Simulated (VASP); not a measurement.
# KTaO3 in VASP: further runs

KTaO3 is run at these levels: r2SCAN, PBE; tasks: single point.

All numbers are computed with VASP 6.6.1; they aren't measurements. Logs are shortened: lines on timing, memory, paths and dates and some standing lists are left out, and cuts for length are marked.

**1. The cell of the first run**

The structure is cubic, space group Pm-3m (No. 221). Conventional cell: a = 4.110 Å, b = 4.110 Å, c = 4.110 Å, α = 90.00°, β = 90.00°, γ = 90.00°. K (site symmetry m-3m) has 12 O at 2.91 Å and 8 Ta at 3.56 Å within 3.8 Å. Within 2.7 Å of Ta (site symmetry m-3m) lie 6 O at 2.05 Å. O (site symmetry 4/mmm) has 2 Ta at 2.05 Å within 2.7 Å.

**2. Single point, r2SCAN (strain +3.0%)**

POSCAR

```
KTaO3
1.0
    4.1098350361      0.0000000000      0.0000000000
    0.0000000000      4.1098350361      0.0000000000
    0.0000000000      0.0000000000      4.1098350361
K Ta O
1 1 3
Direct
    0.0000000000      0.0000000000      0.0000000000
    0.5000000000      0.5000000000      0.5000000000
    0.5000000000      0.5000000000      0.0000000000
    0.5000000000      0.0000000000      0.5000000000
    0.0000000000      0.5000000000      0.5000000000
```

INCAR.step1

```
SYSTEM = KTaO3
PREC     = Accurate       ! precision mode
ENCUT    = 520            ! plane-wave cutoff, eV
ISMEAR   = 0              ! smearing method
SIGMA    = 0.01           ! smearing width, eV
LREAL    = .FALSE.        ! projectors in reciprocal space
LASPH    = .TRUE.         ! aspherical terms in the spheres
NELM     = 80             ! most SCF steps
NBANDS   = 27             ! bands
GGA      = PE             ! functional
ALGO     = Normal         ! electronic algorithm
EDIFF    = 1E-4           ! SCF threshold, eV
LWAVE    = .TRUE.         ! write WAVECAR
LCHARG   = .FALSE.        ! write CHGCAR
```

INCAR.step2

```
SYSTEM = KTaO3
PREC     = Accurate       ! precision mode
ENCUT    = 520            ! plane-wave cutoff, eV
EDIFF    = 1E-7           ! SCF threshold, eV
ISMEAR   = 0              ! smearing method
SIGMA    = 0.01           ! smearing width, eV
LREAL    = .FALSE.        ! projectors in reciprocal space
LASPH    = .TRUE.         ! aspherical terms in the spheres
NELM     = 80             ! most SCF steps
ALGO     = Normal         ! electronic algorithm
ISIF     = 2              ! what is computed and relaxed
LWAVE    = .FALSE.        ! write WAVECAR
LCHARG   = .FALSE.        ! write CHGCAR
METAGGA  = R2SCAN         ! meta-GGA
LMIXTAU  = .TRUE.       
NBANDS   = 27             ! bands
ISTART   = 1
```

KPOINTS

```
Automatic mesh
0
G
  6 6 6
  0 0 0
```

Potentials or basis: VASP PAW PBE potentials, release 64 (K_sv, Ta_pv, O).

On the command line:

```console
$ cat potpaw_PBE.64/K_sv/POTCAR potpaw_PBE.64/Ta_pv/POTCAR potpaw_PBE.64/O/POTCAR > POTCAR
$ cp INCAR.step1 INCAR
$ mpirun -np 1 vasp_std > vasp.out
$ cp INCAR.step2 INCAR
$ mpirun -np 1 vasp_std > vasp.out
```

OUTCAR:

```text
SYSTEM = KTaO3
   PREC = Accurate
   ENCUT = 520
   EDIFF = 1E-7
   ISMEAR = 0
   LREAL = .FALSE.
   LASPH = .TRUE.
   NELM = 80
   ISIF = 2
   METAGGA = R2SCAN
   ISTART = 1

 ion  position               nearest neighbor table
   1  0.000  0.000  0.000-   2 3.56   2 3.56   2 3.56   2 3.56   2 3.56   2 3.56   2 3.56   2 3.56

   2  0.500  0.500  0.500-   3 2.05   4 2.05   5 2.05   3 2.05   4 2.05   5 2.05   1 3.56   1 3.56
                             1 3.56   1 3.56   1 3.56   1 3.56   1 3.56   1 3.56
   3  0.500  0.500  0.000-   2 2.05   2 2.05
   4  0.500  0.000  0.500-   2 2.05   2 2.05
   5  0.000  0.500  0.500-   2 2.05   2 2.05

  LATTYP: Found a simple cubic cell.
 ALAT       =     4.1098350361

  Lattice vectors:

 A1 = (   4.1098350361,   0.0000000000,   0.0000000000)
 A2 = (   0.0000000000,   4.1098350361,   0.0000000000)
 A3 = (   0.0000000000,   0.0000000000,   4.1098350361)

Analysis of symmetry for initial positions (statically):
=====================================================================
 Subroutine PRICEL returns:
 Original cell was already a primitive cell.

 Routine SETGRP: Setting up the symmetry group for a
 simple cubic supercell.

 Subroutine GETGRP returns: Found 48 space group operations
 (whereof 48 operations were pure point group operations)
 out of a pool of 48 trial point group operations.

The static configuration has the point symmetry O_h .

Analysis of symmetry for dynamics (positions and initial velocities):
=====================================================================
 Subroutine PRICEL returns:
 Original cell was already a primitive cell.

 Routine SETGRP: Setting up the symmetry group for a
 simple cubic supercell.

 Subroutine GETGRP returns: Found 48 space group operations
 (whereof 48 operations were pure point group operations)
 out of a pool of 48 trial point group operations.

The dynamic configuration has the point symmetry O_h .

 Subroutine INISYM returns: Found 48 space group operations
 (whereof 48 operations are pure point group operations),
 and found     1 'primitive' translations

----------------------------------------------------------------------------------------

                                     Primitive cell

  volume of cell :      69.4182

  direct lattice vectors                    reciprocal lattice vectors
     4.109835036  0.000000000  0.000000000     0.243318769  0.000000000  0.000000000
     0.000000000  4.109835036  0.000000000     0.000000000  0.243318769  0.000000000
     0.000000000  0.000000000  4.109835036     0.000000000  0.000000000  0.243318769

  length of vectors
     4.109835036  4.109835036  4.109835036     0.243318769  0.243318769  0.243318769

  position of ions in fractional coordinates (direct lattice)
     0.000000000  0.000000000  0.000000000
     0.500000000  0.500000000  0.500000000
     0.500000000  0.500000000  0.000000000
     0.500000000  0.000000000  0.500000000
     0.000000000  0.500000000  0.500000000

  ion indices of the primitive-cell ions
   primitive index   ion index
                 1           1
                 2           2
                 3           3
                 4           4
                 5           5

----------------------------------------------------------------------------------------

 KPOINTS: Automatic mesh

Automatic generation of k-mesh.
 Grid dimensions read from file:
 generate k-points for:    6    6    6

 Generating k-lattice:

  Cartesian coordinates                     Fractional coordinates (reciprocal lattice)
     0.040553128  0.000000000  0.000000000     0.166666667  0.000000000  0.000000000
     0.000000000  0.040553128  0.000000000     0.000000000  0.166666667  0.000000000
     0.000000000  0.000000000  0.040553128     0.000000000  0.000000000  0.166666667

  Length of vectors
     0.040553128  0.040553128  0.040553128

  Shift w.r.t. Gamma in fractional coordinates (k-lattice)
     0.000000000  0.000000000  0.000000000

 Subroutine IBZKPT returns following result:
 ===========================================

 Found     20 irreducible k-points:

 Following reciprocal coordinates:
            Coordinates               Weight
  0.000000  0.000000  0.000000      1.000000
  0.166667  0.000000  0.000000      6.000000
  0.333333  0.000000  0.000000      6.000000
  0.500000  0.000000  0.000000      3.000000
  0.166667  0.166667  0.000000     12.000000
  0.333333  0.166667  0.000000     24.000000
[... 12 lines left out ...]
  0.500000  0.500000  0.333333      6.000000
  0.500000  0.500000  0.500000      1.000000
   k-points           NKPTS =     20   k-points in BZ     NKDIM =     20   number of bands    NBANDS=     27
   number of dos      NEDOS =    301   number of ions     NIONS =      5
   total plane-waves  NPLWV =  32768
   dimension x,y,z NGX =    32 NGY =   32 NGZ =   32
   dimension x,y,z NGXF=    64 NGYF=   64 NGZF=   64
   ions per type =               1   1   3
   NGX,Y,Z   is equivalent  to a cutoff of  12.94, 12.94, 12.94 a.u.
   NGXF,Y,Z  is equivalent  to a cutoff of  25.89, 25.89, 25.89 a.u.
 SYSTEM =  KTaO3
   PREC   = accura    normal or accurate (medium, high low for compatibility)
   ISTART =      1    job   : 0-new  1-cont  2-samecut
   ICHARG =      0    charge: 1-file 2-atom 10-const
   ISPIN  =      1    spin polarized calculation?
   LNONCOLLINEAR =      F non collinear calculations
   LSORBIT =      F    spin-orbit coupling
   LASPH  =      T    aspherical Exc in radial PAW
   ENCUT  =  520.0 eV  38.22 Ry    6.18 a.u.   7.64  7.64  7.64*2*pi/ulx,y,z
   NELM   =     80;   NELMIN=  2; NELMDL=  0     # of ELM steps
   EDIFF  = 0.1E-06   stopping-criterion for ELM
   LREAL  =      F    real-space projection
   EDIFFG = 0.1E-05   stopping-criterion for IOM
   NSW    =      0    number of steps for IOM
   IBRION =     -1    ionic relax: 0-MD 1-quasi-New 2-CG
   NFREE  =      0    steps in history (QN), initial steepest desc. (CG)
   ISIF   =      2    stress and relaxation
   ISYM   =      2    0-nonsym 1-usesym 2-fastsym
   POTIM  = 0.5000    time-step for ionic-motion
   TEBEG  =    0.0;   TEEND  =   0.0 temperature during run
   PSTRESS=    0.0 pullay stress
   NELECT =      38.0000    total number of electrons
   NUPDOWN=      -1.0000    fix difference up-down
   EMIN   =  10.00;   EMAX   =-10.00  energy-range for DOS
   EFERMI =   0.00;   METHOD = LEGACY
   ISMEAR =     0;   SIGMA  =   0.01  broadening in eV -4-tet -1-fermi 0-gaus
   EFERMI_NEDOS =   21; number of points for ismear=-14 and -15
   IALGO  =     38    algorithm
   IMIX   =      4    mixing-type and parameters
     AMIX     =   0.40;   BMIX     =  1.00
     AMIX_MAG =   1.60;   BMIX_MAG =  1.00
  volume/ion in A,a.u.               =      13.88        93.69
  Fermi-wavevector in a.u.,A,eV,Ry     =   1.339199  2.530718 24.401406  1.793453
  Thomas-Fermi vector in A             =   2.467609
   LORBIT       =      0    0 simple, 1 ext, 2 COOP (PROOUT), +10 PAW based schemes
   METAGGA = R2SCAN    functional components
   LHFCALC =     F    Hartree Fock is set to
   AEXX    =    0.0000 exact exchange contribution
   IVDW    =     0    specifies the selected vdW correction
   LEPSILON=     F    determine dielectric tensor
   LRPA    =     F    only Hartree local field effects (RPA)
 non-spin polarized calculation
 Gauss-broadening in eV      SIGMA  =   0.01
  energy-cutoff  :      520.00
  volume of cell :       69.42
 maximum number of plane-waves:      1890
 NGX is ok and might be reduce to    32
   NGX = 15   NGY = 15   NGZ = 15

 number of electron      38.0000027 magnetization

 Free energy of the ion-electron system (eV)
  ---------------------------------------------------
  ext. energy  EPLUGINS =         0.00000000
  ---------------------------------------------------
  free energy    TOTEN  =       -86.89381786 eV

  energy without entropy =      -86.89381786  energy(sigma->0) =      -86.89381786

 E-fermi :   0.9034     XC(G=0): -11.0566

 val. band max:        0.8300283302   @ k =   0.5000   0.5000   0.5000
 cond. band min:       3.1894353633   @ k =   0.0000   0.0000   0.0000
 fundamental gap:      2.3594070331
 Fermi energy:         0.9033935431

 k-point     1 :       0.0000    0.0000    0.0000
  band No.  band energies     occupation
      1     -34.8929      2.00000
      2     -34.8929      2.00000
      3     -34.8929      2.00000
      4     -27.7059      2.00000
      5     -17.3962      2.00000
      6     -16.7592      2.00000
[... 19 lines left out ...]
     26       9.4535      0.00000
     27       9.4535      0.00000

 k-point     2 :       0.1667    0.0000    0.0000
  band No.  band energies     occupation
      1     -34.9089      2.00000
      2     -34.8923      2.00000
      3     -34.8923      2.00000
      4     -27.7019      2.00000
      5     -17.3305      2.00000
      6     -16.7551      2.00000
[... 19 lines left out ...]
     26       9.7652      0.00000
     27       9.8007      0.00000

 k-point     3 :       0.3333    0.0000    0.0000
  band No.  band energies     occupation
      1     -34.9407      2.00000
      2     -34.8913      2.00000
      3     -34.8913      2.00000
      4     -27.6939      2.00000
      5     -17.2728      2.00000
      6     -16.7469      2.00000
[... 19 lines left out ...]
     26      10.4284      0.00000
     27      10.8655      0.00000

 k-point     4 :       0.5000    0.0000    0.0000
  band No.  band energies     occupation
      1     -34.9565      2.00000
      2     -34.8908      2.00000
      3     -34.8908      2.00000
      4     -27.6898      2.00000
      5     -17.2662      2.00000
      6     -16.7429      2.00000
[... 19 lines left out ...]
     26      10.7867      0.00000
     27      11.8859      0.00000
[... 396 lines left out ...]
      4     -27.6754      2.00000
      5     -16.4047      2.00000
      6     -16.2525      2.00000
[... 19 lines left out ...]
     26      11.3682      0.00000
     27      11.4447      0.00000

 k-point    19 :       0.5000    0.5000    0.3333
  band No.  band energies     occupation
      1     -34.9521      2.00000
      2     -34.9521      2.00000
      3     -34.9359      2.00000
      4     -27.6730      2.00000
      5     -16.3165      2.00000
      6     -16.0843      2.00000
[... 19 lines left out ...]
     26      11.6254      0.00000
     27      12.0438      0.00000

 k-point    20 :       0.5000    0.5000    0.5000
  band No.  band energies     occupation
      1     -34.9515      2.00000
      2     -34.9515      2.00000
      3     -34.9515      2.00000
      4     -27.6706      2.00000
      5     -16.0708      2.00000
      6     -16.0708      2.00000
[... 19 lines left out ...]
     26      12.1363      0.00000
     27      12.5505      0.00000

------------------------ aborting loop because EDIFF is reached ----------------------------------------

  FORCE on cell =-STRESS in cart. coord.  units (eV):
  Direction    XX          YY          ZZ          XY          YZ          ZX
  --------------------------------------------------------------------------------------
  -------------------------------------------------------------------------------------
  Total       -6.3480327     -6.3480327     -6.3480327      0.0000000      0.0000000      0.0000000
  in kB     -146.5131375   -146.5131375   -146.5131375      0.0000000      0.0000000      0.0000000
  external PRESSURE =    -146.5131375 kB  Pullay stress =       0.0000000 kB

 VOLUME and BASIS-vectors are now :
 -----------------------------------------------------------------------------
  energy-cutoff  :      520.00
  volume of cell :       69.42
      direct lattice vectors                 reciprocal lattice vectors
     4.109835036  0.000000000  0.000000000     0.243318769  0.000000000  0.000000000
     0.000000000  4.109835036  0.000000000     0.000000000  0.243318769  0.000000000
     0.000000000  0.000000000  4.109835036     0.000000000  0.000000000  0.243318769

 POSITION                                       TOTAL-FORCE (eV/Angst)
 -----------------------------------------------------------------------------------
      0.00000      0.00000      0.00000         0.000000      0.000000      0.000000
      2.05492      2.05492      2.05492         0.000000      0.000000      0.000000
      2.05492      2.05492      0.00000         0.000000      0.000000      0.000000
      2.05492      0.00000      2.05492         0.000000      0.000000      0.000000
      0.00000      2.05492      2.05492         0.000000      0.000000      0.000000
 -----------------------------------------------------------------------------------
    total drift:                                0.000000     -0.000000     -0.000000

  FREE ENERGIE OF THE ION-ELECTRON SYSTEM (eV)
  ---------------------------------------------------
  free  energy   TOTEN  =       -86.8938178582 eV

  energy  without entropy=      -86.8938178582  energy(sigma->0) =      -86.89381786
```

It took 3.8 min on 1 thread of Intel Xeon 8259CL, shared host; peak memory 0.21 GiB.

What came out:

```yaml
Free_energy: -86.8938 eV
Pressure: -14.7 GPa
Band_gap_on_the_k_mesh: 2.36 eV (least direct gap 3.03 eV)
```

Caveat: the cell differs from its parent crystal (strain +3.0%); the cell stands under tension; the PAW data sets were made with another functional, which shifts forces and pressure a little; spin-orbit coupling is left out, which moves the levels of the heavy elements. A k mesh can miss the band edges.

**3. Single point, PBE (epitaxial xy strain -1.5%)**

INCAR

```
  PREC = Accurate
  ENCUT = 520
  EDIFF = 1E-6
  ISMEAR = -1
  SIGMA = 0.02
  LREAL = F
  LASPH = T
  NELM = 100
  ALGO = Normal
  ISIF = 2
  LWAVE = F
  LCHARG = T
  GGA = PE
  LELF = T
  LVHAR = T
  NBANDS = 27
```

KPOINTS

```
regular mesh
0
Gamma
  6 6 6
```

Edit POSCAR of step 2 so:

```diff
@@ -2,5 +2,5 @@
 1.0
-    4.1098350361      0.0000000000      0.0000000000
-    0.0000000000      4.1098350361      0.0000000000
-    0.0000000000      0.0000000000      4.1098350361
+    3.9302791365      0.0000000000      0.0000000000
+    0.0000000000      3.9302791365      0.0000000000
+    0.0000000000      0.0000000000      4.0125798468
 K Ta O
```

Potentials or basis: VASP PAW PBE potentials, release 64 (K_sv, Ta_pv, O).

On the command line:

```console
$ cat potpaw_PBE.64/K_sv/POTCAR potpaw_PBE.64/Ta_pv/POTCAR potpaw_PBE.64/O/POTCAR > POTCAR
$ mpirun -np 1 vasp_std > vasp.out
```

It took 1.9 min on 1 thread of Intel Xeon 8259CL, shared host; peak memory 0.21 GiB.

It converged, with:

| Quantity | Value |
| --- | --- |
| Free energy | -40.9253 eV |
| Pressure | 11.5 GPa |
| Band gap on the k mesh | 2.20 eV (least direct gap 2.81 eV) |

Stress tensor (GPa, compression positive):
```
14.38  0.00  0.00
 0.00 14.38  0.00
 0.00  0.00  5.84
```

Levels at points of the mesh, in eV from the valence-band top:
```tsv
k point	band 15	band 16	band 17	band 18	band 19	band 20	band 21	band 22	band 23	band 24
(0.00, 0.00, 0.00)	-1.07	-1.07	-0.64	-0.60	-0.60	2.20	2.20	2.23	6.62	7.03
(0.50, 0.00, 0.00)	-2.24	-2.18	-1.56	-0.86	-0.81	2.38	5.26	5.26	6.94	8.78
(0.50, 0.50, 0.00)	-3.05	-1.61	-1.33	-1.33	-0.07	5.30	5.30	6.67	7.61	10.28
(0.00, 0.00, 0.50)	-2.36	-2.26	-1.62	-0.87	-0.87	2.39	4.98	4.98	7.24	8.91
(0.50, 0.00, 0.50)	-2.72	-1.61	-1.55	-1.54	-0.05	5.03	5.29	6.47	8.14	10.11
(0.50, 0.50, 0.50)	-3.92	-3.92	-0.03	0.00	0.00	6.62	6.62	6.81	8.92	8.92
```

Caveat: the cell differs from its parent crystal (epitaxial xy strain -1.5%); the stress differs along the axes, from 6 to 14 GPa; spin-orbit coupling is left out, which moves the levels of the heavy elements. A k mesh can miss the band edges.

(Part 1 of 3 ends here.)
